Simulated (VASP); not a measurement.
# HC12 (a cell with a defect) in VASP: further runs, part 3 of 3

VASP 6.6.1. Earlier steps stand in the parts before.

**5. Single point, LDA**

Input file INCAR:

```
SYSTEM = HC12
  PREC = Accurate
  ENCUT = 520
  EDIFF = 1E-6
  ISMEAR = 0
  SIGMA = 0.05
  LREAL = .False.
  LASPH = .True.
  NELM = 80
  ALGO = Normal
  ISIF = 2
  LWAVE = .False.
  LCHARG = .False.
  NBANDS = 36
  NELECT = 48.0
```

Input file KPOINTS:

```
Automatic mesh
0
Gamma
  6 6 6
  0 0 0
```

Input file POSCAR:

```
HC12
1.0
    1.7657489870     -3.5314979740     -1.7657489870
    3.5314979740     -1.7657489870      1.7657489870
   -1.7657489870     -3.5314979740      1.7657489870
C H
12 1
Direct
    0.2500000000      1.0000000000      0.2500000000
    0.0833333333      0.3333333333      0.7500000000
    0.9166666667      0.6666666667      0.2500000000
    0.7500000000      1.0000000000      0.7500000000
    0.5833333333      0.3333333333      0.2500000000
    0.4166666667      0.6666666667      0.7500000000
    0.9583333333      0.3333333333      0.1250000000
    0.7916666667      0.6666666667      0.6250000000
    0.6250000000      1.0000000000      0.1250000000
    0.4583333333      0.3333333333      0.6250000000
    0.2916666667      0.6666666667      0.1250000000
    0.1250000000      1.0000000000      0.6250000000
    1.0972222222      0.2222222222      0.3750000000
```

Potentials or basis: VASP PAW LDA potentials, release 64 (C, H).

The run is started by

```
cat potpaw_LDA.64/C/POTCAR potpaw_LDA.64/H/POTCAR > POTCAR
mpirun -np 1 vasp_std > vasp.out
```

OUTCAR:

```text
SYSTEM = HC12
   PREC = Accurate
   ENCUT = 520
   EDIFF = 1E-6
   ISMEAR = 0
   LREAL = .False.
   LASPH = .True.
   NELM = 80
   ISIF = 2
   NELECT = 48.0

 ion  position               nearest neighbor table
   1  0.250  0.000  0.250-  13 0.98  11 1.53   7 1.53  12 1.53   9 1.53
   2  0.083  0.333  0.750-  12 1.53   8 1.53  10 1.53   7 1.53
   3  0.917  0.667  0.250-   8 1.53   9 1.53  11 1.53   7 1.53
   4  0.750  0.000  0.750-   8 1.53   9 1.53  10 1.53  12 1.53
   5  0.583  0.333  0.250-   9 1.53   7 1.53  10 1.53  11 1.53
   6  0.417  0.667  0.750-   8 1.53  11 1.53  12 1.53  10 1.53
   7  0.958  0.333  0.125-  13 1.32   2 1.53   5 1.53   1 1.53   3 1.53
   8  0.792  0.667  0.625-   4 1.53   3 1.53   2 1.53   6 1.53
   9  0.625  0.000  0.125-   5 1.53   3 1.53   4 1.53   1 1.53
  10  0.458  0.333  0.625-   2 1.53   4 1.53   5 1.53   6 1.53
  11  0.292  0.667  0.125-   1 1.53   3 1.53   5 1.53   6 1.53
  12  0.125  0.000  0.625-  13 1.32   2 1.53   4 1.53   6 1.53   1 1.53
  13  0.097  0.222  0.375-   1 0.98  12 1.32   7 1.32

  LATTYP: Found a base centered monoclinic cell.
 ALAT       =     4.3251840320
[... 216 lines left out ...]
      2      -6.9197      2.00000
      3      -5.3217      2.00000
      4      -3.9392      2.00000
      5      -3.5279      2.00000
      6      -3.3606      2.00000
[... 925 lines left out ...]
     35      19.6855      0.00000
     36      20.7134      0.00000

 [... further k-points ...]
[... 5 lines left out ...]
  --------------------------------------------------------------------------------------
  -------------------------------------------------------------------------------------
  Total       -7.1133664     -7.0322848     -3.0599514      1.5692563     -2.1575714      2.1071295
  in kB     -172.5113285   -170.5449605    -74.2090657     38.0571540    -52.3248039     51.1015024
  external PRESSURE =    -139.0884516 kB  Pullay stress =       0.0000000 kB

 VOLUME and BASIS-vectors are now :
 -----------------------------------------------------------------------------
  energy-cutoff  :      520.00
  volume of cell :       66.06
      direct lattice vectors                 reciprocal lattice vectors
     1.765748987 -3.531497974 -1.765748987     0.047194326 -0.141582978 -0.235971630
     3.531497974 -1.765748987  1.765748987     0.188777304  0.000000000  0.188777304
    -1.765748987 -3.531497974  1.765748987    -0.141582978 -0.141582978  0.141582978

 POSITION                                       TOTAL-FORCE (eV/Angst)
 -----------------------------------------------------------------------------------
      0.00000     -1.76575      0.00000        -2.081153      2.115841     -9.544846
     -0.00000     -3.53150      1.76575         0.117258     -1.015515      0.082707
      3.53150     -5.29725     -0.00000         0.663620     -0.110919      0.562349
      0.00000     -5.29725      0.00000         0.004552      0.403040     -0.020205
      1.76575     -3.53150      0.00000        -0.098224     -0.314043      0.116120
      1.76575     -5.29725      1.76575         0.384241     -0.077256     -0.294833
      2.64862     -4.41437     -0.88287         1.819516      3.028942      0.887991
      2.64862     -6.18012      0.88287        -0.047889     -0.247996      0.564477
      0.88287     -2.64862     -0.88287         0.377590     -0.203584     -0.559159
      0.88287     -4.41437      0.88287        -0.081163     -0.106764      0.135266
      2.64862     -2.64862      0.88287        -0.190132      0.659886      0.200345
     -0.88287     -2.64862      0.88287        -2.966260     -1.935908      1.138282
      0.29429     -2.06004      0.88287         2.098045     -2.195724      6.731506
 -----------------------------------------------------------------------------------
    total drift:                                0.000162      0.000012      0.000083

  FREE ENERGIE OF THE ION-ELECTRON SYSTEM (eV)
  ---------------------------------------------------
  free  energy   TOTEN  =      -131.0850583474 eV

  energy  without entropy=     -131.0850583474  energy(sigma->0) =     -131.08505835
```

stdout:

```text
POSCAR found type information on POSCAR C H
 POSCAR found :  2 types and      13 ions
 scaLAPACK will be used
 LDA part: xc-table for (Slater(with rela. corr.)+CA(PZ))
 , standard interpolation
 POSCAR, INCAR and KPOINTS ok, starting setup
 FFT: planning ... GRIDC
 FFT: planning ... GRID_SOFT
 FFT: planning ... GRID
 WAVECAR not read
 entering main loop
 the old and the new charge density differ
 old charge density:    49.00000 new   48.00000
    0.146E+01
```

Wall time 2.5 min (1 thread of Intel Xeon Platinum 8259CL at 2.50GHz (Skylake/Cascade Lake), shared host); peak memory 0.27 GiB.

What came out:

- Free energy: -131.0851 eV
- Largest force: 9.996 eV/Å

Forces in eV/Å, atoms in the order of the input:
```
C   -2.081  2.116 -9.545
C    0.117 -1.016  0.083
C    0.664 -0.111  0.562
C    0.005  0.403 -0.020
C   -0.098 -0.314  0.116
C    0.384 -0.077 -0.295
C    1.820  3.029  0.888
C   -0.048 -0.248  0.564
C    0.378 -0.204 -0.559
C   -0.081 -0.107  0.135
C   -0.190  0.660  0.200
C   -2.966 -1.936  1.138
H    2.098 -2.196  6.732
```

Caveat: the cell carries a net charge on a neutralising background, which shifts energy and pressure; the cell is charged against a uniform background, so pressure and absolute levels hang on convention.

**6. Single point, LDA**

Input file INCAR:

```
PREC = Accurate
ENCUT = 520
EDIFF = 1E-6
ISMEAR = 0
SIGMA = 0.05
LREAL = False
LASPH = True
NELM = 100
ALGO = Normal
ISIF = 2
LWAVE = False
LCHARG = False
NELECT = 48.0
NBANDS = 36
```

Input file KPOINTS:

```
regular mesh
0
Gamma
  6 6 6
```

POSCAR: that of step 5 with these lines changed.

```diff
@@ -20,2 +20,2 @@
     0.1250000000      1.0000000000      0.6250000000
-    1.0972222222      0.2222222222      0.3750000000
+    1.1527777778      0.4444444444      0.2083333333
```

Potentials or basis: VASP PAW LDA potentials, release 64 (C, H).

The run is started by

```
cat potpaw_LDA.64/C/POTCAR potpaw_LDA.64/H/POTCAR > POTCAR
mpirun -np 1 vasp_std > vasp.out
```

Run time: 3.9 min. Hardware: 1 thread of Intel Xeon Platinum 8259CL at 2.50GHz (Skylake/Cascade Lake), shared host; peak memory 0.27 GiB.

It converged, with:

```
Free energy   : -131.0010 eV
Largest force : 10.134 eV/Å
```

Forces on the atoms (eV/Å):
```
C   -1.340 -0.395 -0.043
C    0.332  0.038 -0.131
C    1.926  1.978  9.751
C    0.264  0.206 -0.268
C   -0.356 -1.367 -0.058
C    0.189  0.535 -0.195
C   -1.547  3.099 -1.210
C   -0.490 -0.556  0.643
C    0.563  0.626 -1.130
C   -0.159 -0.211  0.144
C    3.094 -1.610 -1.223
C   -0.342 -0.221  0.325
H   -2.134 -2.123 -6.605
```

Levels at points of the mesh, in eV from the Fermi level:
```csv
k point,band 21,band 22,band 23,band 24,band 25,band 26,band 27,band 28
"(0.00, 0.00, 0.00)",-3.45,-0.42,-0.33,-0.28,3.87,5.03,5.16,5.75
"(0.50, 0.00, 0.00)",-4.63,-4.52,-2.56,-2.23,3.99,5.84,6.27,6.50
"(0.50, 0.50, 0.00)",-4.73,-4.44,-2.40,-2.27,3.36,5.95,6.33,6.39
"(0.00, 0.50, 0.00)",-3.28,-3.18,-1.96,-1.56,3.40,4.31,5.98,6.98
"(0.00, 0.00, 0.50)",-2.92,-2.87,-1.64,-1.62,4.90,6.34,6.72,6.98
"(0.50, 0.00, 0.50)",-3.85,-3.71,-3.17,-3.14,3.35,4.31,5.32,5.77
"(0.50, 0.50, 0.50)",-3.79,-3.70,-3.16,-3.14,2.83,4.40,5.19,5.71
"(0.00, 0.50, 0.50)",-4.78,-4.68,-4.12,-4.07,3.85,5.58,5.70,6.17
```

Caveat: the cell carries a net charge on a neutralising background, which shifts energy and pressure; the cell is charged against a uniform background, so pressure and absolute levels hang on convention.
